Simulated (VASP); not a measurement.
# CdGe2Te4 (I-4) in VASP: single point with r2SCAN

Aim: the single point of CdGe2Te4 with r2SCAN.

All numbers are computed with VASP 6.6.1; they aren't measurements. Logs are shortened: lines on timing, memory, paths and dates and some standing lists are left out, and cuts for length are marked.

## (1) The cell of the first run

Symmetry: I-4, No. 82, tetragonal system. The conventional cell has a = 5.982 Å, b = 5.982 Å, c = 11.956 Å, α = 90.00°, β = 90.00°, γ = 90.00°. Within 3.5 Å of Cd (site symmetry -4) lie 4 Te at 2.63 Å. Ge (site symmetry -4) has 4 Te at 2.63 Å within 3.5 Å. Within 3.5 Å of Ge (site symmetry -4) lie 4 Te at 2.63 Å. Within 3.5 Å of Te (site symmetry 1) lie 1 Cd at 2.63 Å and 2 Ge at 2.63 Å.

## (2) Single point, r2SCAN

POSCAR reads:

```
CdGe2Te4
1.0
    0.0000000000      5.9821860000      0.0000000000
    5.9821860000      0.0000000000      0.0000000000
    2.9910930000      2.9910930000     -5.9778470000
Cd Ge Te
1 2 4
Direct
    0.0000000000      0.0000000000      0.0000000000
    0.5000000000      0.5000000000      0.0000000000
    0.7500000000      0.2500000000      0.5000000000
    0.3700000000      0.3900000000      0.7400000000
    0.6100000000      0.1100000000      0.2600000000
    0.8900000000      0.8700000000      0.7400000000
    0.1300000000      0.6300000000      0.2600000000
```

INCAR.step1 reads:

```
ALGO = Normal ; EDIFF = 1E-4
ENCUT = 520 ; GGA = PE
ISMEAR = 0 ; LASPH = T
LCHARG = F ; LREAL = F
LWAVE = T ; NBANDS = 41
NELM = 80 ; PREC = Accurate
SIGMA = 0.2849
```

INCAR.step2 reads:

```
ALGO = Normal ; EDIFF = 1E-6
ENCUT = 520 ; ISIF = 2
ISMEAR = 0 ; ISTART = 1
LASPH = T ; LCHARG = T
LELF = T ; LMIXTAU = T
LREAL = F ; LVHAR = T
LWAVE = F ; METAGGA = R2SCAN
NBANDS = 41 ; NELM = 80
PREC = Accurate ; SIGMA = 0.2849
```

KPOINTS reads:

```
k-points
0
Gamma
  6 6 6
```

Potentials or basis: VASP PAW PBE potentials, release 64 (Cd, Ge_d, Te).

The run is started by

```
cat potpaw_PBE.64/Cd/POTCAR potpaw_PBE.64/Ge_d/POTCAR potpaw_PBE.64/Te/POTCAR > POTCAR
cp INCAR.step1 INCAR
mpirun -np 1 vasp_std > vasp.out
cp INCAR.step2 INCAR
mpirun -np 1 vasp_std > vasp.out
```

OUTCAR:

```text
EDIFF = 1E-6
   ENCUT = 520
   ISIF = 2
   ISMEAR = 0
   ISTART = 1
   LASPH = T
   LREAL = F
   METAGGA = R2SCAN
   NELM = 80
   PREC = Accurate

 ion  position               nearest neighbor table
   1  0.000  0.000  0.000-   5 2.63   6 2.63   7 2.63   4 2.63
   2  0.500  0.500  0.000-   4 2.63   5 2.63   7 2.63   6 2.63
   3  0.750  0.250  0.500-   4 2.63   5 2.63   6 2.63   7 2.63
   4  0.370  0.390  0.740-   2 2.63   1 2.63   3 2.63
   5  0.610  0.110  0.260-   1 2.63   2 2.63   3 2.63
   6  0.890  0.870  0.740-   1 2.63   2 2.63   3 2.63
   7  0.130  0.630  0.260-   1 2.63   2 2.63   3 2.63

  LATTYP: Found a body centered tetragonal cell.
 ALAT       =     5.9821860000
 C/A-ratio  =     1.9985493597

  Lattice vectors:

 A1 = (  -2.9910930000,   2.9910930000,   5.9778470000)
 A2 = (   2.9910930000,  -2.9910930000,   5.9778470000)
 A3 = (   2.9910930000,   2.9910930000,  -5.9778470000)

Analysis of symmetry for initial positions (statically):
=====================================================================
 Subroutine PRICEL returns:
 Original cell was already a primitive cell.

 Routine SETGRP: Setting up the symmetry group for a
 body centered tetragonal supercell.

 Subroutine GETGRP returns: Found  4 space group operations
 (whereof  4 operations were pure point group operations)
 out of a pool of 16 trial point group operations.

The static configuration has the point symmetry S_4 .

Analysis of symmetry for dynamics (positions and initial velocities):
=====================================================================
 Subroutine PRICEL returns:
 Original cell was already a primitive cell.

 Routine SETGRP: Setting up the symmetry group for a
 body centered tetragonal supercell.

 Subroutine GETGRP returns: Found  4 space group operations
 (whereof  4 operations were pure point group operations)
 out of a pool of 16 trial point group operations.

The dynamic configuration has the point symmetry S_4 .

 Subroutine INISYM returns: Found  4 space group operations
 (whereof  4 operations are pure point group operations),
 and found     1 'primitive' translations

----------------------------------------------------------------------------------------

                                     Primitive cell

  volume of cell :     213.9265

  direct lattice vectors                    reciprocal lattice vectors
     0.000000000  5.982186000  0.000000000     0.000000000  0.167162974  0.083642154
     5.982186000  0.000000000  0.000000000     0.167162974  0.000000000  0.083642154
     2.991093000  2.991093000 -5.977847000     0.000000000  0.000000000 -0.167284308

  length of vectors
     5.982186000  5.982186000  7.323109273     0.186921025  0.186921025  0.167284308

  position of ions in fractional coordinates (direct lattice)
     0.000000000  0.000000000  0.000000000
     0.500000000  0.500000000  0.000000000
     0.750000000  0.250000000  0.500000000
     0.370000000  0.390000000  0.740000000
     0.610000000  0.110000000  0.260000000
     0.890000000  0.870000000  0.740000000
     0.130000000  0.630000000  0.260000000

  ion indices of the primitive-cell ions
   primitive index   ion index
                 1           1
                 2           2
                 3           3
                 4           4
                 5           5
                 6           6
                 7           7

----------------------------------------------------------------------------------------

 KPOINTS: k-points

Automatic generation of k-mesh.
 Grid dimensions read from file:
 generate k-points for:    6    6    6

 Generating k-lattice:

  Cartesian coordinates                     Fractional coordinates (reciprocal lattice)
     0.000000000  0.027860496  0.013940359     0.166666667  0.000000000  0.000000000
     0.027860496  0.000000000  0.013940359     0.000000000  0.166666667  0.000000000
     0.000000000  0.000000000 -0.027880718     0.000000000  0.000000000  0.166666667

  Length of vectors
     0.031153504  0.031153504  0.027880718

  Shift w.r.t. Gamma in fractional coordinates (k-lattice)
     0.000000000  0.000000000  0.000000000

 Subroutine IBZKPT returns following result:
 ===========================================

 Found     36 irreducible k-points:

 Following reciprocal coordinates:
            Coordinates               Weight
  0.000000  0.000000  0.000000      1.000000
  0.166667  0.000000  0.000000      8.000000
  0.333333  0.000000  0.000000      8.000000
  0.500000  0.000000 -0.000000      4.000000
  0.166667  0.166667  0.000000      8.000000
  0.333333  0.166667  0.000000      8.000000
[... 16 lines left out ...]
  0.333333  0.333333  0.166667      8.000000
  0.500000  0.333333  0.166667      8.000000
 [... further k-points ...]
   k-points           NKPTS =     36   k-points in BZ     NKDIM =     36   number of bands    NBANDS=     41
   number of dos      NEDOS =    301   number of ions     NIONS =      7
   total plane-waves  NPLWV = 124416
   dimension x,y,z NGX =    48 NGY =   48 NGZ =   54
   dimension x,y,z NGXF=    96 NGYF=   96 NGZF=  108
   ions per type =               1   2   4
   NGX,Y,Z   is equivalent  to a cutoff of  13.34, 13.34, 12.26 a.u.
   NGXF,Y,Z  is equivalent  to a cutoff of  26.68, 26.68, 24.52 a.u.
 SYSTEM =  unknown system
   PREC   = accura    normal or accurate (medium, high low for compatibility)
   ISTART =      1    job   : 0-new  1-cont  2-samecut
   ICHARG =      0    charge: 1-file 2-atom 10-const
   ISPIN  =      1    spin polarized calculation?
   LNONCOLLINEAR =      F non collinear calculations
   LSORBIT =      F    spin-orbit coupling
   LASPH  =      T    aspherical Exc in radial PAW
   ENCUT  =  520.0 eV  38.22 Ry    6.18 a.u.  11.12 11.12 13.62*2*pi/ulx,y,z
   NELM   =     80;   NELMIN=  2; NELMDL=  0     # of ELM steps
   EDIFF  = 0.1E-05   stopping-criterion for ELM
   LREAL  =      F    real-space projection
   EDIFFG = 0.1E-04   stopping-criterion for IOM
   NSW    =      0    number of steps for IOM
   IBRION =     -1    ionic relax: 0-MD 1-quasi-New 2-CG
   NFREE  =      0    steps in history (QN), initial steepest desc. (CG)
   ISIF   =      2    stress and relaxation
   ISYM   =      2    0-nonsym 1-usesym 2-fastsym
   POTIM  = 0.5000    time-step for ionic-motion
   TEBEG  =    0.0;   TEEND  =   0.0 temperature during run
   PSTRESS=    0.0 pullay stress
   NELECT =      64.0000    total number of electrons
   NUPDOWN=      -1.0000    fix difference up-down
   EMIN   =  10.00;   EMAX   =-10.00  energy-range for DOS
   EFERMI =   0.00;   METHOD = LEGACY
   ISMEAR =     0;   SIGMA  =   0.28  broadening in eV -4-tet -1-fermi 0-gaus
   EFERMI_NEDOS =   21; number of points for ismear=-14 and -15
   IALGO  =     38    algorithm
   IMIX   =      4    mixing-type and parameters
     AMIX     =   0.40;   BMIX     =  1.00
     AMIX_MAG =   1.60;   BMIX_MAG =  1.00
  volume/ion in A,a.u.               =      30.56       206.24
  Fermi-wavevector in a.u.,A,eV,Ry     =   1.094914  2.069087 16.311159  1.198836
  Thomas-Fermi vector in A             =   2.231228
   LORBIT       =      0    0 simple, 1 ext, 2 COOP (PROOUT), +10 PAW based schemes
   METAGGA = R2SCAN    functional components
   LHFCALC =     F    Hartree Fock is set to
   AEXX    =    0.0000 exact exchange contribution
   IVDW    =     0    specifies the selected vdW correction
   LEPSILON=     F    determine dielectric tensor
   LRPA    =     F    only Hartree local field effects (RPA)
 non-spin polarized calculation
 Gauss-broadening in eV      SIGMA  =   0.28
  energy-cutoff  :      520.00
  volume of cell :      213.93
 maximum number of plane-waves:      5828
 NGX is ok and might be reduce to    48
   NGX = 23   NGY = 23   NGZ = 27

 number of electron      63.9999978 magnetization

 Free energy of the ion-electron system (eV)
  ---------------------------------------------------
  ext. energy  EPLUGINS =         0.00000000
  ---------------------------------------------------
  free energy    TOTEN  =      -148.87457649 eV

  energy without entropy =     -148.67609778  energy(sigma->0) =     -148.77533714

 E-fermi :   5.3089     XC(G=0):  -9.6139

 val. band max:        5.2843282989   @ k =  -0.3333   0.3333   0.0000
 cond. band min:       5.3132370272   @ k =  -0.1667   0.1667   0.0000
 fundamental gap:      0.0289087284
 Fermi energy:         5.3088635710

 k-point     1 :       0.0000    0.0000    0.0000
  band No.  band energies     occupation
      1     -21.0400      2.00000
      2     -21.0290      2.00000
      3     -21.0290      2.00000
      4     -21.0189      2.00000
      5     -21.0189      2.00000
      6     -21.0147      2.00000
[... 33 lines left out ...]
     40       8.8386      0.00000
     41       9.8503      0.00000

 k-point     2 :       0.1667    0.0000    0.0000
  band No.  band energies     occupation
      1     -21.0400      2.00000
      2     -21.0290      2.00000
      3     -21.0288      2.00000
      4     -21.0192      2.00000
      5     -21.0189      2.00000
      6     -21.0146      2.00000
[... 33 lines left out ...]
     40       8.8974      0.00000
     41      10.1004      0.00000

 k-point     3 :       0.3333    0.0000    0.0000
  band No.  band energies     occupation
      1     -21.0401      2.00000
      2     -21.0291      2.00000
      3     -21.0285      2.00000
      4     -21.0197      2.00000
      5     -21.0188      2.00000
      6     -21.0145      2.00000
[... 33 lines left out ...]
     40       9.0728      0.00000
     41       9.8265      0.00000

 k-point     4 :       0.5000    0.0000   -0.0000
  band No.  band energies     occupation
      1     -21.0401      2.00000
      2     -21.0292      2.00000
      3     -21.0282      2.00000
      4     -21.0199      2.00000
      5     -21.0187      2.00000
      6     -21.0144      2.00000
[... 825 lines left out ...]
     40       8.9504      0.00000
     41       9.9255      0.00000

 k-point    23 :       0.3333    0.3333    0.1667
  band No.  band energies     occupation
      1     -21.0402      2.00000
      2     -21.0286      2.00000
      3     -21.0284      2.00000
      4     -21.0197      2.00000
      5     -21.0196      2.00000
      6     -21.0143      2.00000
[... 33 lines left out ...]
     40       9.4869      0.00000
     41      10.0587      0.00000

 k-point    24 :       0.5000    0.3333    0.1667
  band No.  band energies     occupation
      1     -21.0402      2.00000
      2     -21.0285      2.00000
      3     -21.0282      2.00000
      4     -21.0199      2.00000
      5     -21.0196      2.00000
      6     -21.0142      2.00000
[... 33 lines left out ...]
     40       9.3932      0.00000
     41      10.0203      0.00000

 [... further k-points ...]
[... 5 lines left out ...]
  --------------------------------------------------------------------------------------
  -------------------------------------------------------------------------------------
  Total       11.4801956     11.4801956     12.3079250      0.0000032      0.0000000      0.0000000
  in kB       85.9795667     85.9795667     92.1787478      0.0000239      0.0000000      0.0000000
  external PRESSURE =      88.0459604 kB  Pullay stress =       0.0000000 kB

 VOLUME and BASIS-vectors are now :
 -----------------------------------------------------------------------------
  energy-cutoff  :      520.00
  volume of cell :      213.93
      direct lattice vectors                 reciprocal lattice vectors
     0.000000000  5.982186000  0.000000000     0.000000000  0.167162974  0.083642154
     5.982186000  0.000000000  0.000000000     0.167162974  0.000000000  0.083642154
     2.991093000  2.991093000 -5.977847000     0.000000000  0.000000000 -0.167284308

 POSITION                                       TOTAL-FORCE (eV/Angst)
 -----------------------------------------------------------------------------------
      0.00000      0.00000      0.00000         0.000000     -0.000000      0.000000
      2.99109      2.99109      0.00000         0.000000     -0.000000      0.000000
      2.99109      5.98219     -2.98892         0.000000     -0.000000      0.000000
      4.54646      4.42682     -4.42361         1.033527     -0.100322      1.122308
      1.43572      4.42682     -1.55424        -0.100322     -1.033527     -1.122308
      7.41791      7.53755     -4.42361        -1.033527      0.100322      1.122308
      4.54646      1.55537     -1.55424         0.100322      1.033527     -1.122308
 -----------------------------------------------------------------------------------
    total drift:                               -0.000133     -0.000144      0.000147

  FREE ENERGIE OF THE ION-ELECTRON SYSTEM (eV)
  ---------------------------------------------------
  free  energy   TOTEN  =      -148.8745764893 eV

  energy  without entropy=     -148.6760977827  energy(sigma->0) =     -148.77533714
```

It took 9 min on 1 thread of Intel Xeon 6975P-C (Granite Rapids), shared host; peak memory 0.56 GiB.

What came out:

```
Free energy            : -148.8746 eV
Pressure               : 8.8 GPa
Largest force          : 1.529 eV/Å
Band gap on the k mesh : zero (band 32 reaches 5.59 eV, above the bottom of band 33 at 4.70 eV)
```

Forces in eV/Å, atoms in the order of the input:
```
Cd   0.000  0.000  0.000
Ge   0.000  0.000  0.000
Ge   0.000  0.000  0.000
Te   1.034 -0.100  1.122
Te  -0.100 -1.034 -1.122
Te  -1.034  0.100  1.122
Te   0.100  1.034 -1.122
```

Levels at points of the mesh, in eV from the Fermi level:
```csv
k point,band 28,band 29,band 30,band 31,band 32,band 33,band 34,band 35,band 36,band 37
"(0.00, 0.00, 0.00)",-3.58,-1.48,-1.43,-1.43,-0.61,0.04,0.68,1.67,1.67,1.82
"(0.50, 0.00, 0.00)",-3.37,-2.91,-2.73,-2.10,0.29,0.57,1.32,2.47,2.65,2.91
"(0.50, 0.50, 0.00)",-2.69,-2.17,-2.11,-1.90,-0.62,-0.50,1.65,2.10,2.53,2.64
"(0.00, 0.00, 0.50)",-3.25,-3.25,-2.32,-2.32,-0.63,-0.61,0.64,0.64,1.39,1.64
```

Caveat: the PAW data sets were made with another functional, which shifts forces and pressure a little; spin-orbit coupling is left out, which moves the levels of the heavy elements.
